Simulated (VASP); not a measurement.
PbSe: single point with HSE06

PbSe:

```
Pb Se
1.0
     0.00000    3.21225    3.06308
     3.21225    0.00000    3.06308
     3.21225    3.21225    0.00000
Pb Se
1 1
Direct
  0.00000 0.00000 0.00000
  0.50000 0.50000 0.50000
```

This cell differs from its parent crystal: epitaxial xy strain +4.0%.

```yaml
Program: VASP 6.6.1
Task: single point
Functional: HSE06
Potentials_or_basis: VASP PAW PBE potentials, release 64 (Pb_d, Se)
Cutoff: 400 eV
k_mesh: 6 × 6 × 6
Occupations: gaussian, width 0.01 eV
Spin: no spin polarisation
Dipole_correction: no
Grid_for_exact_exchange_PRECFOCK: Normal
Further_INCAR_settings: ALGO = Normal; EDIFF = 1e-06; NBANDS = 17
Share_of_exact_exchange: 0.25
Screening_parameter: 0.2079 1/Å
```

The pressure is -3.0 GPa. The band gap on the k mesh is 0.97 eV.

Stress tensor (GPa, compression positive):
```
-4.37  0.00  0.00
 0.00 -4.37  0.00
 0.00  0.00 -0.25
```

Levels at points of the mesh, in eV from the valence-band top:
```csv
k point,band 7,band 8,band 9,band 10,band 11,band 12,band 13,band 14
"(0.00, 0.00, 0.00)",-6.77,-2.02,-1.56,-1.56,4.95,4.95,6.02,7.30
"(0.50, 0.00, 0.00)",-9.03,-1.39,-1.32,0.00,0.97,2.29,2.54,9.21
"(0.50, 0.50, 0.00)",-7.82,-4.81,-3.07,-3.07,4.49,5.96,5.96,6.93
"(0.50, 0.00, 0.50)",-7.64,-4.68,-3.25,-2.72,4.67,5.66,6.33,6.74
```

Run time: 24 min on 4 MPI ranks on AMD EPYC 7R13 Processor (Zen 3), on a shared host, peak memory 0.27 GiB a rank.

Caveat: the cell differs from its parent crystal (epitaxial xy strain +4.0%); the PAW data sets were made with another functional, which shifts forces and pressure a little; spin-orbit coupling is left out, which moves the levels of the heavy elements. A k mesh can miss the band edges.
